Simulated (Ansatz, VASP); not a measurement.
## One calculation of Ca, two programs

```
Ca
1.0
     3.93612    0.00000    0.00000
    -1.96806    3.40878    0.00000
     0.00000    0.00000   12.91202
Ca
4
Direct
  0.00000 0.00000 0.00000
  0.00000 0.00000 0.50000
  0.33333 0.66667 0.25000
  0.66667 0.33333 0.75000
```

Alike in both runs: task single point; functional r2SCAN; k mesh 10 × 10 × 3; occupations fermi-dirac, width 0.1 eV; no spin polarisation.

|  | VASP | Ansatz |
| --- | --- | --- |
| version | VASP 6.6.1 | Ansatz 0.2.0 |
| potentials or method | VASP PAW PBE potentials, release 64 (Ca_sv), cutoff 520 eV | plane waves (500 eV) with PAW, scalar-relativistic |
| valence electrons in the cell | 40 | 40 |

|  | VASP | Ansatz | Ansatz less VASP |
| --- | --- | --- | --- |
| pressure (GPa) | 0.1 | 0.0 | -0.05 |

VASP's potentials were made for PBE, not for r2SCAN. With one functional, cell and mesh, what is left measures potentials, basis and numerics.
